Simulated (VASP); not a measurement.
Here is a VASP 6.6.1 calculation.

Contents of INCAR:

```
SYSTEM = TlPt
  ALGO = Fast
  EDIFF = 1E-7
  ENCUT = 520
  GGA = PE
  ISIF = 2
  ISMEAR = -1
  LASPH = .True.
  LCHARG = .True.
  LELF = .True.
  LREAL = .False.
  LVHAR = .True.
  LWAVE = .False.
  NBANDS = 44
  NELM = 80
  PREC = Accurate
  SIGMA = 0.05
```

The input KPOINTS:

```
k-points
0
Gamma
  6 6 6
  0 0 0
```

Contents of POSCAR:

```
TlPt
1.0
    5.6787584584      0.0000000000      0.0000000000
   -2.8393792292      4.9179490869      0.0000000000
    0.0000000000      0.0000000000      4.7000464743
Tl Pt
3 3
Direct
    0.0000000000      0.5000000000      0.0000000000
    0.5000000000      0.5000000000      0.0000000000
    0.5000000000      0.0000000000      0.0000000000
    0.6666666667      0.3333333333      0.5000000000
    0.3333333333      0.6666666667      0.5000000000
    0.0000000000      0.0000000000      0.0000000000
```

Potentials or basis: VASP PAW PBE potentials, release 64 (Tl_d, Pt).

The run is started by

```sh
$ cat potpaw_PBE.64/Tl_d/POTCAR potpaw_PBE.64/Pt/POTCAR > POTCAR
$ mpirun -np 1 vasp_std > vasp.out
```

Question: What does it give for the pressure?

Answer: 8.1 GPa.

Stress tensor (GPa, compression positive):
```
12.25  0.00  0.00
 0.00 12.25  0.00
 0.00  0.00 -0.31
```
